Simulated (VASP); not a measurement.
# Ta (I4/mmm) in VASP: further runs

Ta is run at these levels: LDA; tasks: single point.

All numbers are computed with VASP 6.6.1; they aren't measurements. Logs are shortened: lines on timing, memory, paths and dates and some standing lists are left out, and cuts for length are marked.

### 1 The cell of the first run

The structure is tetragonal, space group I4/mmm (No. 139). The conventional cell has a = 3.203 Å, b = 3.203 Å, c = 3.303 Å, α = 90.00°, β = 90.00°, γ = 90.00°. Within 3.7 Å of Ta (site symmetry 4/mmm) lie 14 Ta at 2.80 to 3.30 Å.

### 2 Single point, LDA (strain -0.0300 x Voigt [1, 1, 0, 0, 0, 0])

INCAR

```
SYSTEM = Ta
PREC = Accurate
ENCUT = 500
EDIFF = 1E-6
ISMEAR = 1
SIGMA = 0.02
LREAL = .FALSE.
LASPH = .TRUE.
NELM = 120
ALGO = Normal
ISIF = 2
LWAVE = .FALSE.
LCHARG = .FALSE.
GGA = CA
NBANDS = 12
GGA_COMPAT = .FALSE.
```

KPOINTS

```
regular mesh
0
G
  20 20 20
  0 0 0
```

POSCAR

```
Ta
1.0
   -1.6017416000      1.6017416000      1.6512800000
    1.6017416000     -1.6017416000      1.6512800000
    1.6017416000      1.6017416000     -1.6512800000
Ta
1
Direct
    0.0000000000      0.0000000000      0.0000000000
```

Potentials or basis: VASP PAW LDA potentials, release 64 (Ta_sv_GW).

Command:

```
> cat potpaw_LDA.64/Ta_sv_GW/POTCAR > POTCAR
> mpirun -np 1 vasp_std > vasp.out
```

OUTCAR:

```text
SYSTEM = Ta
   PREC = Accurate
   ENCUT = 500
   EDIFF = 1E-6
   ISMEAR = 1
   LREAL = .FALSE.
   LASPH = .TRUE.
   NELM = 120
   ISIF = 2
   GGA = CA

 ion  position               nearest neighbor table
   1  0.000  0.000  0.000-

  LATTYP: Found a body centered tetragonal cell.
 ALAT       =     3.2034832000
 C/A-ratio  =     1.0309278351

  Lattice vectors:

 A1 = (  -1.6017416000,   1.6017416000,   1.6512800000)
 A2 = (   1.6017416000,  -1.6017416000,   1.6512800000)
 A3 = (   1.6017416000,   1.6017416000,  -1.6512800000)

Analysis of symmetry for initial positions (statically):
=====================================================================
 Subroutine PRICEL returns:
 Original cell was already a primitive cell.

 Routine SETGRP: Setting up the symmetry group for a
 body centered tetragonal supercell.

 Subroutine GETGRP returns: Found 16 space group operations
 (whereof 16 operations were pure point group operations)
 out of a pool of 16 trial point group operations.

The static configuration has the point symmetry D_4h.

Analysis of symmetry for dynamics (positions and initial velocities):
=====================================================================
 Subroutine PRICEL returns:
 Original cell was already a primitive cell.

 Routine SETGRP: Setting up the symmetry group for a
 body centered tetragonal supercell.

 Subroutine GETGRP returns: Found 16 space group operations
 (whereof 16 operations were pure point group operations)
 out of a pool of 16 trial point group operations.

The dynamic configuration has the point symmetry D_4h.

 Subroutine INISYM returns: Found 16 space group operations
 (whereof 16 operations are pure point group operations),
 and found     1 'primitive' translations

----------------------------------------------------------------------------------------

                                     Primitive cell

  volume of cell :      16.9459

  direct lattice vectors                    reciprocal lattice vectors
    -1.601741600  1.601741600  1.651280000     0.000000000  0.312160214  0.302795407
     1.601741600 -1.601741600  1.651280000     0.312160214  0.000000000  0.302795407
     1.601741600  1.601741600 -1.651280000     0.312160214  0.312160214  0.000000000

  length of vectors
     2.803190672  2.803190672  2.803190672     0.434889707  0.434889707  0.441461208

[... 77 lines left out ...]
   NELM   =    120;   NELMIN=  2; NELMDL= -5     # of ELM steps
   EDIFF  = 0.1E-05   stopping-criterion for ELM
   LREAL  =      F    real-space projection
   EDIFFG = 0.1E-04   stopping-criterion for IOM
   NSW    =      0    number of steps for IOM
   IBRION =     -1    ionic relax: 0-MD 1-quasi-New 2-CG
   NFREE  =      0    steps in history (QN), initial steepest desc. (CG)
   ISIF   =      2    stress and relaxation
   ISYM   =      2    0-nonsym 1-usesym 2-fastsym
   POTIM  = 0.5000    time-step for ionic-motion
   TEBEG  =    0.0;   TEEND  =   0.0 temperature during run
   PSTRESS=    0.0 pullay stress
   NELECT =      13.0000    total number of electrons
   NUPDOWN=      -1.0000    fix difference up-down
   EMIN   =  10.00;   EMAX   =-10.00  energy-range for DOS
   EFERMI =   0.00;   METHOD = LEGACY
   ISMEAR =     1;   SIGMA  =   0.02  broadening in eV -4-tet -1-fermi 0-gaus
   EFERMI_NEDOS =   21; number of points for ismear=-14 and -15
   IALGO  =     38    algorithm
   IMIX   =      4    mixing-type and parameters
     AMIX     =   0.40;   BMIX     =  1.00
     AMIX_MAG =   1.60;   BMIX_MAG =  1.00
  volume/ion in A,a.u.               =      16.95       114.36
  Fermi-wavevector in a.u.,A,eV,Ry     =   1.498652  2.832041 30.558103  2.245957
  Thomas-Fermi vector in A             =   2.610383
   LORBIT       =      0    0 simple, 1 ext, 2 COOP (PROOUT), +10 PAW based schemes
   GGA     = CA    functional components
   LHFCALC =     F    Hartree Fock is set to
   AEXX    =    0.0000 exact exchange contribution
   IVDW    =     0    specifies the selected vdW correction
   LEPSILON=     F    determine dielectric tensor
   LRPA    =     F    only Hartree local field effects (RPA)
 non-spin polarized calculation
 Methfessel and Paxton  Order N= 1 SIGMA  =   0.02
  energy-cutoff  :      500.00
  volume of cell :       16.95
 maximum number of plane-waves:       443
   NGX = 11   NGY = 11   NGZ = 11

 number of electron      12.9999999 magnetization

 Free energy of the ion-electron system (eV)
  ---------------------------------------------------
  ext. energy  EPLUGINS =         0.00000000
  ---------------------------------------------------
  free energy    TOTEN  =       -15.30722962 eV

  energy without entropy =      -15.30724748  energy(sigma->0) =      -15.30723557

 E-fermi :  11.0230     XC(G=0): -13.6077

 val. band max:       11.0150682996   @ k =  -0.2000   0.3000   0.1000
 cond. band min:      11.0238676943   @ k =  -0.1500  -0.1500   0.0500
 fundamental gap:      0.0087993947
 Fermi energy:        11.0229534688

 k-point     1 :       0.0000    0.0000    0.0000
  band No.  band energies     occupation
      1     -55.6225      2.00000
      2     -21.6517      2.00000
      3     -21.6459      2.00000
      4     -21.6459      2.00000
      5       2.9684      2.00000
      6      11.5598      0.00000
      7      11.5598      0.00000
      8      11.9625      0.00000
      9      14.8690      0.00000
     10      15.4313      0.00000
     11      25.5825      0.00000
     12      26.1329      0.00000
[... 331 lines left out ...]
 k-point    24 :      -0.3500    0.0500    0.0000
  band No.  band energies     occupation
      1     -55.5091      2.00000
      2     -22.7365      2.00000
      3     -21.9824      2.00000
      4     -21.6678      2.00000
      5       6.2211      2.00000
      6       9.9286      2.00000
      7      10.9395      2.00000
      8      14.5759      0.00000
      9      15.8056      0.00000
     10      16.3685      0.00000
     11      25.1784      0.00000
     12      26.4020      0.00000

 [... further k-points ...]
[... 5 lines left out ...]
  --------------------------------------------------------------------------------------
  -------------------------------------------------------------------------------------
  Total        0.4520231      0.4520231      0.0366232      0.0000000      0.0000000      0.0000000
  in kB       42.7371555     42.7371555      3.4625878      0.0000000      0.0000000      0.0000000
  external PRESSURE =      29.6456329 kB  Pullay stress =       0.0000000 kB

 VOLUME and BASIS-vectors are now :
 -----------------------------------------------------------------------------
  energy-cutoff  :      500.00
  volume of cell :       16.95
      direct lattice vectors                 reciprocal lattice vectors
    -1.601741600  1.601741600  1.651280000     0.000000000  0.312160214  0.302795407
     1.601741600 -1.601741600  1.651280000     0.312160214  0.000000000  0.302795407
     1.601741600  1.601741600 -1.651280000     0.312160214  0.312160214  0.000000000

 POSITION                                       TOTAL-FORCE (eV/Angst)
 -----------------------------------------------------------------------------------
      0.00000      0.00000      0.00000        -0.000000      0.000000     -0.000000
 -----------------------------------------------------------------------------------
    total drift:                                0.000000      0.000000     -0.000000

  FREE ENERGIE OF THE ION-ELECTRON SYSTEM (eV)
  ---------------------------------------------------
  free  energy   TOTEN  =       -15.3072296214 eV

  energy  without entropy=      -15.3072474769  energy(sigma->0) =      -15.30723557
```

Wall time 63 s (1 thread of Intel Xeon Platinum 8259CL at 2.50GHz (Skylake/Cascade Lake), shared host); peak memory 0.24 GiB.

Results:

```
Free energy : -15.3072 eV
Pressure    : 3.0 GPa
```

Caveat: the cell differs from its parent crystal (strain -0.0300 x Voigt [1, 1, 0, 0, 0, 0]); spin-orbit coupling is left out, which moves the levels of the heavy elements.

### 3 Single point, LDA (strain -0.0450 x Voigt [1, 1, 0, 0, 0, 0])

INCAR

```
SYSTEM = Ta
ALGO     = Normal         ! electronic algorithm
EDIFF    = 1E-6           ! SCF threshold, eV
ENCUT    = 500            ! plane-wave cutoff, eV
GGA_COMPAT= .FALSE.      
ISIF     = 2              ! what is computed and relaxed
ISMEAR   = 1              ! smearing method
LASPH    = .TRUE.         ! aspherical terms in the spheres
LCHARG   = .FALSE.        ! write CHGCAR
LREAL    = .FALSE.        ! projectors in reciprocal space
LWAVE    = .FALSE.        ! write WAVECAR
NBANDS   = 12             ! bands
NELM     = 120            ! most SCF steps
PREC     = Accurate       ! precision mode
SIGMA    = 0.02           ! smearing width, eV
```

KPOINTS

```
k-points
0
G
  20 20 20
  0 0 0
```

POSCAR

```
Ta
1.0
   -1.5769724000      1.5769724000      1.6512800000
    1.5769724000     -1.5769724000      1.6512800000
    1.5769724000      1.5769724000     -1.6512800000
Ta
1
Direct
    0.0000000000      0.0000000000      0.0000000000
```

Potentials or basis: VASP PAW LDA potentials, release 64 (Ta_sv_GW).

Command:

```
> cat potpaw_LDA.64/Ta_sv_GW/POTCAR > POTCAR
> mpirun -np 1 vasp_std > vasp.out
```

OUTCAR:

```text
SYSTEM = Ta
   EDIFF = 1E-6
   ENCUT = 500
   ISIF = 2
   ISMEAR = 1
   LASPH = .TRUE.
   LREAL = .FALSE.
   NELM = 120
   PREC = Accurate

 ion  position               nearest neighbor table
   1  0.000  0.000  0.000-

  LATTYP: Found a body centered tetragonal cell.
 ALAT       =     3.1539448000
 C/A-ratio  =     1.0471204188

  Lattice vectors:

 A1 = (  -1.5769724000,   1.5769724000,   1.6512800000)
 A2 = (   1.5769724000,  -1.5769724000,   1.6512800000)
 A3 = (   1.5769724000,   1.5769724000,  -1.6512800000)

Analysis of symmetry for initial positions (statically):
=====================================================================
 Subroutine PRICEL returns:
 Original cell was already a primitive cell.

 Routine SETGRP: Setting up the symmetry group for a
 body centered tetragonal supercell.

 Subroutine GETGRP returns: Found 16 space group operations
 (whereof 16 operations were pure point group operations)
 out of a pool of 16 trial point group operations.

The static configuration has the point symmetry D_4h.

Analysis of symmetry for dynamics (positions and initial velocities):
=====================================================================
 Subroutine PRICEL returns:
 Original cell was already a primitive cell.

 Routine SETGRP: Setting up the symmetry group for a
 body centered tetragonal supercell.

 Subroutine GETGRP returns: Found 16 space group operations
 (whereof 16 operations were pure point group operations)
 out of a pool of 16 trial point group operations.

The dynamic configuration has the point symmetry D_4h.

 Subroutine INISYM returns: Found 16 space group operations
 (whereof 16 operations are pure point group operations),
 and found     1 'primitive' translations

----------------------------------------------------------------------------------------

                                     Primitive cell

  volume of cell :      16.4259

[... 107 lines left out ...]
  volume/ion in A,a.u.               =      16.43       110.85
  Fermi-wavevector in a.u.,A,eV,Ry     =   1.514304  2.861619 31.199733  2.293116
  Thomas-Fermi vector in A             =   2.623979
   LORBIT       =      0    0 simple, 1 ext, 2 COOP (PROOUT), +10 PAW based schemes
   GGA     = CA    functional components
   LHFCALC =     F    Hartree Fock is set to
   AEXX    =    0.0000 exact exchange contribution
   IVDW    =     0    specifies the selected vdW correction
   LEPSILON=     F    determine dielectric tensor
   LRPA    =     F    only Hartree local field effects (RPA)
 non-spin polarized calculation
 Methfessel and Paxton  Order N= 1 SIGMA  =   0.02
  energy-cutoff  :      500.00
  volume of cell :       16.43
 maximum number of plane-waves:       434
   NGX = 11   NGY = 11   NGZ = 11

 number of electron      12.9999998 magnetization

 Free energy of the ion-electron system (eV)
  ---------------------------------------------------
  ext. energy  EPLUGINS =         0.00000000
  ---------------------------------------------------
  free energy    TOTEN  =       -15.27547920 eV

  energy without entropy =      -15.27549536  energy(sigma->0) =      -15.27548459

 E-fermi :  11.4671     XC(G=0): -13.7851

 val. band max:       11.4604623689   @ k =  -0.2500   0.2000  -0.0000
 cond. band min:      11.4711115681   @ k =  -0.1000   0.2000   0.1000
 fundamental gap:      0.0106491993
 Fermi energy:        11.4671360684

 k-point     1 :       0.0000    0.0000    0.0000
  band No.  band energies     occupation
      1     -55.1240      2.00000
      2     -21.0976      2.00000
      3     -21.0903      2.00000
      4     -21.0903      2.00000
      5       3.2931      2.00000
      6      11.9244      0.00000
      7      11.9244      0.00000
      8      12.5497      0.00000
      9      15.2396      0.00000
     10      16.1175      0.00000
     11      25.9578      0.00000
     12      26.8024      0.00000
[... 331 lines left out ...]
 k-point    24 :      -0.3500    0.0500    0.0000
  band No.  band energies     occupation
      1     -54.9947      2.00000
      2     -22.2990      2.00000
      3     -21.4544      2.00000
      4     -21.1160      2.00000
      5       6.5718      2.00000
      6      10.3503      2.00000
      7      11.3941      2.00000
      8      14.9890      0.00000
      9      16.4218      0.00000
     10      16.9879      0.00000
     11      25.7749      0.00000
     12      27.2483      0.00000

 [... further k-points ...]
[... 5 lines left out ...]
  --------------------------------------------------------------------------------------
  -------------------------------------------------------------------------------------
  Total        1.3545396      1.3545396      0.6440326      0.0000000     -0.0000000      0.0000000
  in kB      132.1214681    132.1214681     62.8187901      0.0000000     -0.0000000      0.0000000
  external PRESSURE =     109.0205754 kB  Pullay stress =       0.0000000 kB

 VOLUME and BASIS-vectors are now :
 -----------------------------------------------------------------------------
  energy-cutoff  :      500.00
  volume of cell :       16.43
      direct lattice vectors                 reciprocal lattice vectors
    -1.576972400  1.576972400  1.651280000     0.000000000  0.317063254  0.302795407
     1.576972400 -1.576972400  1.651280000     0.317063254  0.000000000  0.302795407
     1.576972400  1.576972400 -1.651280000     0.317063254  0.317063254  0.000000000

 POSITION                                       TOTAL-FORCE (eV/Angst)
 -----------------------------------------------------------------------------------
      0.00000      0.00000      0.00000         0.000000      0.000000      0.000000
 -----------------------------------------------------------------------------------
    total drift:                                0.000000      0.000000     -0.000000

  FREE ENERGIE OF THE ION-ELECTRON SYSTEM (eV)
  ---------------------------------------------------
  free  energy   TOTEN  =       -15.2754792002 eV

  energy  without entropy=      -15.2754953633  energy(sigma->0) =      -15.27548459
```

stdout:

```text
POSCAR found type information on POSCAR Ta
 POSCAR found :  1 types and       1 ions
 scaLAPACK will be used
 LDA part: xc-table for (Slater(with rela. corr.)+CA(PZ))
 , standard interpolation
 POSCAR, INCAR and KPOINTS ok, starting setup
 FFT: planning ... GRIDC
 FFT: planning ... GRID_SOFT
 FFT: planning ... GRID
 WAVECAR not read
 entering main loop
```

Run time: 32 s. Hardware: 1 thread of Intel Xeon 6975P-C (Granite Rapids), shared host; peak memory 0.23 GiB.

Results:

| Property | Result |
| --- | --- |
| Free energy | -15.2755 eV |
| Pressure | 10.9 GPa |

Caveat: the cell differs from its parent crystal (strain -0.0450 x Voigt [1, 1, 0, 0, 0, 0]); spin-orbit coupling is left out, which moves the levels of the heavy elements.
